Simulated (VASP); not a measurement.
Crystal: ZnO.

```xyz
4
Lattice="2.9745 0.0000 0.0000 -1.4873 2.5760 0.0000 0.0000 0.0000 3.7180" Properties=species:S:1:pos:R:3 pbc="T T T"
Zn    0.0000    1.7174    0.9295
Zn    1.4873    0.8587    2.7885
O     1.4873    0.8587    0.9295
O     0.0000    1.7174    2.7885
```

| Quantity | Value |
| --- | --- |
| Program | VASP 6.6.1 |
| Task | relaxation of cell and atoms |
| Functional | PBEsol |
| Potentials or basis | VASP PAW PBE potentials, release 64 (Zn, O_h) |
| Cutoff | 1340 eV |
| k mesh | 9 × 9 × 6 |
| Occupations | fermi-dirac, width 0.03 eV |
| Spin | no spin polarisation |

At the start: pressure 204.2 GPa; volume 7.12 Å³/atom.

Q: How do energy, volume and symmetry change on relaxing?

A: Over 11 steps the energy falls by 1758.9 meV/atom and the volume is 11.37 Å³/atom (+59.6 %); space group P6_3/mmc (No. 194, to 0.1 Å) before and after.

The path:
```
step  energy change (eV)  largest force (eV/Å)  pressure (GPa)  volume (Å³)
   1              0.0000                0.0000          204.21        28.49
   2             -1.1100                0.0000          -31.56        84.70
   3             -6.9469                0.0000           -8.15        48.09
   4             -7.0027                0.0000           -4.24        46.65
   5             -7.0203                0.0000            0.25        45.27
   6             -7.0192                0.0000           -1.13        45.66
   7             -7.0271                0.0000            0.57        45.19
   8             -7.0283                0.0000            1.51        44.95
   9             -7.0338                0.0000            0.80        45.20
  10             -7.0355                0.0000           -0.02        45.56
  11             -7.0357                0.0000            0.08        45.47
```

Final structure:
```
Zn O
1.0
     3.42009    0.00000    0.00000
    -1.71005    2.96189    0.00000
     0.00000    0.00000    4.48914
Zn O
2 2
Direct
  0.33333 0.66667 0.25000
  0.66667 0.33333 0.75000
  0.66667 0.33333 0.25000
  0.33333 0.66667 0.75000
```

Caveat: the volume moved by over 15 % at a fixed basis, so the end points are rough; the PAW data sets were made with another functional, which shifts forces and pressure a little.
